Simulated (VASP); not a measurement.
# PtSe2 (P-3m1) in VASP: single point with HSE06

Aim: the single point of PtSe2 with HSE06.

All numbers are computed with VASP 6.6.1; they aren't measurements. Logs are shortened: lines on timing, memory, paths and dates and some standing lists are left out, and cuts for length are marked.

## (1) The cell of the first run

Symmetry: P-3m1, No. 164, trigonal system. Conventional cell: a = 3.601 Å, b = 3.601 Å, c = 5.277 Å, α = 90.00°, β = 90.00°, γ = 120.00°. Within 3.3 Å of Pt (site symmetry -3m) lie 6 Se at 2.48 Å. Within 3.7 Å of Se (site symmetry 3m) lie 3 Pt at 2.48 Å and 12 Se at 3.30 to 3.60 Å.

## (2) Single point, HSE06 (biaxial xy strain -3.4%)

Contents of POSCAR:

```
PtSe2
1.0
    3.6007576536      0.0000000000      0.0000000000
   -1.8003788268      3.1183476009      0.0000000000
    0.0000000000      0.0000000000      5.2771566319
Pt Se
1 2
Direct
    0.0000000000      0.0000000000      0.0000000000
    0.3333333333      0.6666666667      0.2573515623
    0.6666666667      0.3333333333      0.7426484377
```

Contents of INCAR.step1:

```
ALGO     = Normal         # electronic algorithm
EDIFF    = 1E-5           # SCF threshold, eV
ENCUT    = 520            # plane-wave cutoff, eV
GGA      = PE             # functional
ISIF     = 2              # what is computed and relaxed
ISMEAR   = -1             # smearing method
KPAR     = 4            
LASPH    = T              # aspherical terms in the spheres
LCHARG   = F              # write CHGCAR
LREAL    = F              # projectors in reciprocal space
LWAVE    = T              # write WAVECAR
NBANDS   = 18             # bands
NELM     = 60             # most SCF steps
PREC     = Accurate       # precision mode
SIGMA    = 0.02           # smearing width, eV
```

Contents of INCAR.step2:

```
ALGO     = Normal         # electronic algorithm
EDIFF    = 1E-7           # SCF threshold, eV
ENCUT    = 520            # plane-wave cutoff, eV
GGA      = PE             # functional
HFSCREEN = 0.2079         # screening, 1/A
ISIF     = 2              # what is computed and relaxed
ISMEAR   = -1             # smearing method
ISTART   = 1            
KPAR     = 4            
LASPH    = T              # aspherical terms in the spheres
LCHARG   = F              # write CHGCAR
LHFCALC  = T              # exact exchange
LREAL    = F              # projectors in reciprocal space
LWAVE    = F              # write WAVECAR
NBANDS   = 18             # bands
NELM     = 60             # most SCF steps
PREC     = Accurate       # precision mode
PRECFOCK = Normal       
SIGMA    = 0.02           # smearing width, eV
```

Contents of KPOINTS:

```
k-points
0
Gamma
  6 6 4
```

Potentials or basis: VASP PAW PBE potentials, release 64 (Pt, Se).

On the command line:

```
$ cat potpaw_PBE.64/Pt/POTCAR potpaw_PBE.64/Se/POTCAR > POTCAR
$ cp INCAR.step1 INCAR
$ mpirun -np 4 vasp_std > vasp.out
$ cp INCAR.step2 INCAR
$ mpirun -np 4 vasp_std > vasp.out
```

OUTCAR:

```text
EDIFF = 1E-7
   ENCUT = 520
   GGA = PE
   HFSCREEN = 0.2079
   ISIF = 2
   ISMEAR = -1
   ISTART = 1
   LASPH = T
   LHFCALC = T
   LREAL = F
   NELM = 60
   PREC = Accurate
   PRECFOCK = Normal

 ion  position               nearest neighbor table
   1  0.000  0.000  0.000-   2 2.48   3 2.48   3 2.48   2 2.48   3 2.48   2 2.48
   2  0.333  0.667  0.257-   1 2.48   1 2.48   1 2.48
   3  0.667  0.333  0.743-   1 2.48   1 2.48   1 2.48

  LATTYP: Found a hexagonal cell.
 ALAT       =     3.6007576536
 C/A-ratio  =     1.4655683996

  Lattice vectors:

 A1 = (   3.6007576536,   0.0000000000,   0.0000000000)
 A2 = (  -1.8003788268,   3.1183476009,   0.0000000000)
 A3 = (   0.0000000000,   0.0000000000,   5.2771566319)

Analysis of symmetry for initial positions (statically):
=====================================================================
 Subroutine PRICEL returns:
 Original cell was already a primitive cell.

 Routine SETGRP: Setting up the symmetry group for a
 hexagonal supercell.

 Subroutine GETGRP returns: Found 12 space group operations
 (whereof 12 operations were pure point group operations)
 out of a pool of 24 trial point group operations.

The static configuration has the point symmetry D_3d.

Analysis of symmetry for dynamics (positions and initial velocities):
=====================================================================
 Subroutine PRICEL returns:
 Original cell was already a primitive cell.

 Routine SETGRP: Setting up the symmetry group for a
 hexagonal supercell.

 Subroutine GETGRP returns: Found 12 space group operations
 (whereof 12 operations were pure point group operations)
 out of a pool of 24 trial point group operations.

The dynamic configuration has the point symmetry D_3d.

 Subroutine INISYM returns: Found 12 space group operations
 (whereof 12 operations are pure point group operations),
 and found     1 'primitive' translations

----------------------------------------------------------------------------------------

                                     Primitive cell

  volume of cell :      59.2541

  direct lattice vectors                    reciprocal lattice vectors
     3.600757654  0.000000000  0.000000000     0.277719329  0.160341329  0.000000000
    -1.800378827  3.118347601  0.000000000     0.000000000  0.320682659  0.000000000
     0.000000000  0.000000000  5.277156632     0.000000000  0.000000000  0.189495986

  length of vectors
     3.600757654  3.600757654  5.277156632     0.320682659  0.320682659  0.189495986

  position of ions in fractional coordinates (direct lattice)
     0.000000000  0.000000000  0.000000000
     0.333333333  0.666666667  0.257351562
     0.666666667  0.333333333  0.742648438

  ion indices of the primitive-cell ions
   primitive index   ion index
                 1           1
                 2           2
                 3           3

----------------------------------------------------------------------------------------

 KPOINTS: k-points

Automatic generation of k-mesh.
 Grid dimensions read from file:
 generate k-points for:    6    6    4

 Generating k-lattice:

  Cartesian coordinates                     Fractional coordinates (reciprocal lattice)
     0.046286555  0.026723555  0.000000000     0.166666667  0.000000000  0.000000000
     0.000000000  0.053447110  0.000000000     0.000000000  0.166666667  0.000000000
     0.000000000  0.000000000  0.047373997     0.000000000  0.000000000  0.250000000

  Length of vectors
     0.053447110  0.053447110  0.047373997

  Shift w.r.t. Gamma in fractional coordinates (k-lattice)
     0.000000000  0.000000000  0.000000000

 Subroutine IBZKPT returns following result:
 ===========================================

 Found     24 irreducible k-points:

 Following reciprocal coordinates:
            Coordinates               Weight
  0.000000  0.000000  0.000000      1.000000
  0.166667  0.000000  0.000000      6.000000
  0.333333 -0.000000  0.000000      6.000000
  0.500000 -0.000000  0.000000      3.000000
  0.166667  0.166667  0.000000      6.000000
  0.333333  0.166667  0.000000     12.000000
[... 16 lines left out ...]
  0.333333  0.166667  0.500000     12.000000
  0.333333  0.333333  0.500000      2.000000
   k-points           NKPTS =     24   k-points in BZ     NKDIM =    144   number of bands    NBANDS=     18
   number of dos      NEDOS =    301   number of ions     NIONS =      3
   total plane-waves  NPLWV =  31360
   dimension x,y,z NGX =    28 NGY =   28 NGZ =   40
   dimension x,y,z NGXF=    56 NGYF=   56 NGZF=   80
   ions per type =               1   2
   NGX,Y,Z   is equivalent  to a cutoff of  12.93, 12.93, 12.60 a.u.
   NGXF,Y,Z  is equivalent  to a cutoff of  25.86, 25.86, 25.20 a.u.
 SYSTEM =  unknown system
   PREC   = accura    normal or accurate (medium, high low for compatibility)
   ISTART =      1    job   : 0-new  1-cont  2-samecut
   ICHARG =      0    charge: 1-file 2-atom 10-const
   ISPIN  =      1    spin polarized calculation?
   LNONCOLLINEAR =      F non collinear calculations
   LSORBIT =      F    spin-orbit coupling
   LASPH  =      T    aspherical Exc in radial PAW
   ENCUT  =  520.0 eV  38.22 Ry    6.18 a.u.   6.70  6.70  9.81*2*pi/ulx,y,z
   NELM   =     60;   NELMIN=  2; NELMDL=  0     # of ELM steps
   EDIFF  = 0.1E-06   stopping-criterion for ELM
   LREAL  =      F    real-space projection
   EDIFFG = 0.1E-05   stopping-criterion for IOM
   NSW    =      0    number of steps for IOM
   IBRION =     -1    ionic relax: 0-MD 1-quasi-New 2-CG
   NFREE  =      0    steps in history (QN), initial steepest desc. (CG)
   ISIF   =      2    stress and relaxation
   ISYM   =      3    0-nonsym 1-usesym 2-fastsym
   POTIM  = 0.5000    time-step for ionic-motion
   TEBEG  =    0.0;   TEEND  =   0.0 temperature during run
   PSTRESS=    0.0 pullay stress
   NELECT =      22.0000    total number of electrons
   NUPDOWN=      -1.0000    fix difference up-down
   EMIN   =  10.00;   EMAX   =-10.00  energy-range for DOS
   EFERMI =   0.00;   METHOD = LEGACY
   ISMEAR =    -1;   SIGMA  =   0.02  broadening in eV -4-tet -1-fermi 0-gaus
   EFERMI_NEDOS =   21; number of points for ismear=-14 and -15
   IALGO  =     38    algorithm
   IMIX   =      1    mixing-type and parameters
     AMIX     =   0.40;   BMIX     =  1.00
     AMIX_MAG =   1.60;   BMIX_MAG =  1.00
  volume/ion in A,a.u.               =      19.75       133.29
  Fermi-wavevector in a.u.,A,eV,Ry     =   1.176638  2.223524 18.836958  1.384477
  Thomas-Fermi vector in A             =   2.312999
   LORBIT       =      0    0 simple, 1 ext, 2 COOP (PROOUT), +10 PAW based schemes
   GGA     = PE    functional components
   LHFCALC =     T    Hartree Fock is set to
   PRECFOCK=normal    Normal, Fast or Accurate (Low or Medium for compatibility)
   ENCUT4O =  -1.0   cutoff for four orbital integrals eV
   NKREDX  =     1    reduce k-point grid by
   NKREDY  =     1    reduce k-point grid by
   NKREDZ  =     1    reduce k-point grid by
   AEXX    =    0.2500 exact exchange contribution
   HFSCREEN=    0.2079 screening length (either q_TF or 0.3 A-1)
   HFSCREENC=   0.2079 screening length for correlation (either q_TF or 0.3 A-1)
   ENCUTFOCK=  -1.0 apply spherical cutoff to Coloumb kernel
   IVDW    =     0    specifies the selected vdW correction
   LEPSILON=     F    determine dielectric tensor
   LRPA    =     F    only Hartree local field effects (RPA)
 non-spin polarized calculation
  energy-cutoff  :      520.00
  volume of cell :       59.25
 maximum number of plane-waves:      1618
 NGX is ok and might be reduce to    28
  NGX = 24; NGY = 24; NGZ = 30

 number of electron      22.0000002 magnetization

 Free energy of the ion-electron system (eV)
  ---------------------------------------------------
  ext. energy  EPLUGINS =         0.00000000
  ---------------------------------------------------
  free energy    TOTEN  =       -17.08987058 eV

  energy without entropy =      -17.08924741  energy(sigma->0) =      -17.08955899

 E-fermi :   6.8431     XC(G=0):  -8.8900

 val. band max:        6.3641457429   @ k =   0.0000   0.1667   0.2500
 cond. band min:       6.8448913793   @ k =   0.0000   0.0000   0.0000
 fundamental gap:      0.4807456363
 Fermi energy:         6.8431498500

 k-point     1 :       0.0000    0.0000    0.0000
  band No.  band energies     occupation
      1     -10.8897      2.00000
      2      -7.9765      2.00000
      3      -2.0080      2.00000
      4      -0.6258      2.00000
      5      -0.6258      2.00000
      6       1.4772      2.00000
[... 10 lines left out ...]
     17      15.0237      0.00000
     18      19.7713      0.00000

 k-point     2 :       0.1667    0.0000    0.0000
  band No.  band energies     occupation
      1     -10.5235      2.00000
      2      -8.0593      2.00000
      3      -1.5695      2.00000
      4      -0.5324      2.00000
      5      -0.4073      2.00000
      6       1.0811      2.00000
[... 10 lines left out ...]
     17      16.0353      0.00000
     18      16.4657      0.00000

 k-point     3 :       0.3333   -0.0000    0.0000
  band No.  band energies     occupation
      1      -9.5938      2.00000
      2      -8.2743      2.00000
      3      -1.0560      2.00000
      4      -0.3745      2.00000
      5      -0.1097      2.00000
      6       0.3740      2.00000
[... 10 lines left out ...]
     17      15.4590      0.00000
     18      17.0742      0.00000

 k-point     4 :       0.5000   -0.0000    0.0000
  band No.  band energies     occupation
      1      -8.7127      2.00000
      2      -8.6734      2.00000
      3      -1.9615      2.00000
      4      -0.1080      2.00000
      5       0.0216      2.00000
      6       1.4880      2.00000
[... 375 lines left out ...]
      4      -0.6299      2.00000
      5       0.2313      2.00000
      6       0.6981      2.00000
[... 10 lines left out ...]
     17      15.5486      0.00000
     18      16.2901      0.00000

 k-point    23 :       0.3333    0.1667    0.5000
  band No.  band energies     occupation
      1      -8.8252      2.00000
      2      -8.4961      2.00000
      3      -1.6541      2.00000
      4      -0.8172      2.00000
      5       0.1614      2.00000
      6       0.7438      2.00000
[... 10 lines left out ...]
     17      15.6908      0.00000
     18      17.2222      0.00000

 k-point    24 :       0.3333    0.3333    0.5000
  band No.  band energies     occupation
      1      -8.5147      2.00000
      2      -8.5147      2.00000
      3      -0.8910      2.00000
      4      -0.8910      2.00000
      5      -0.5318      2.00000
      6       1.2472      2.00000
[... 10 lines left out ...]
     17      15.0251      0.00000
     18      17.4117      0.00000

------------------------ aborting loop because EDIFF is reached ----------------------------------------

  FORCE on cell =-STRESS in cart. coord.  units (eV):
  Direction    XX          YY          ZZ          XY          YZ          ZX
  --------------------------------------------------------------------------------------
  -------------------------------------------------------------------------------------
  Total        3.0672312      3.0672312      0.7165586      0.0000000      0.0000000      0.0000000
  in kB       82.9351606     82.9351606     19.3750961      0.0000000      0.0000000      0.0000000
  external PRESSURE =      61.7484724 kB  Pullay stress =       0.0000000 kB

 VOLUME and BASIS-vectors are now :
 -----------------------------------------------------------------------------
  energy-cutoff  :      520.00
  volume of cell :       59.25
      direct lattice vectors                 reciprocal lattice vectors
     3.600757654  0.000000000  0.000000000     0.277719329  0.160341329  0.000000000
    -1.800378827  3.118347601  0.000000000     0.000000000  0.320682659  0.000000000
     0.000000000  0.000000000  5.277156632     0.000000000  0.000000000  0.189495986

 POSITION                                       TOTAL-FORCE (eV/Angst)
 -----------------------------------------------------------------------------------
      0.00000      0.00000      0.00000        -0.000000      0.000000     -0.000000
     -0.00000      2.07890      1.35808        -0.000000     -0.000000     -0.316573
      1.80038      1.03945      3.91907         0.000000      0.000000      0.316573
 -----------------------------------------------------------------------------------
    total drift:                               -0.000000      0.000000      0.000001

  FREE ENERGIE OF THE ION-ELECTRON SYSTEM (eV)
  ---------------------------------------------------
  free  energy   TOTEN  =       -17.0898705817 eV

  energy  without entropy=      -17.0892474066  energy(sigma->0) =      -17.08955899
```

Run time: 51 min. Hardware: 4 MPI ranks of Intel Xeon Platinum 8259CL at 2.50GHz (Skylake/Cascade Lake), shared host; peak memory 0.3 GiB.

Results:

```
Free energy            : -17.0899 eV
Pressure               : 6.2 GPa
Largest force          : 0.317 eV/Å
Band gap on the k mesh : 0.04 eV (least direct gap 1.40 eV)
```

Forces on the atoms (eV/Å):
```
Pt   0.000  0.000  0.000
Se   0.000  0.000 -0.317
Se   0.000  0.000  0.317
```

Levels at points of the mesh, in eV from the valence-band top:
| k point | band 7 | band 8 | band 9 | band 10 | band 11 | band 12 | band 13 | band 14 | band 15 | band 16 |
| --- | --- | --- | --- | --- | --- | --- | --- | --- | --- | --- |
| (0.00, 0.00, 0.00) | -5.37 | -4.06 | -1.28 | -1.28 | 0.00 | 1.65 | 1.65 | 4.25 | 5.11 | 8.18 |
| (0.50, 0.00, 0.00) | -4.79 | -4.72 | -4.57 | -3.93 | -3.89 | 0.80 | 2.58 | 5.49 | 6.07 | 7.21 |
| (0.00, 0.00, 0.50) | -5.39 | -3.94 | -2.56 | -1.73 | -1.73 | 2.55 | 2.55 | 5.28 | 7.23 | 7.77 |
| (0.50, 0.00, 0.50) | -4.89 | -4.72 | -4.29 | -3.17 | -2.18 | 1.09 | 2.12 | 4.72 | 4.94 | 6.85 |

Caveat: the cell differs from its parent crystal (biaxial xy strain -3.4%); the stress differs along the axes, from 2 to 8 GPa; the smearing spreads over this small gap; the PAW data sets were made with another functional, which shifts forces and pressure a little; spin-orbit coupling is left out, which moves the levels of the heavy elements.

The gap in the log of VASP goes by the Fermi energy; the results here count the filled bands.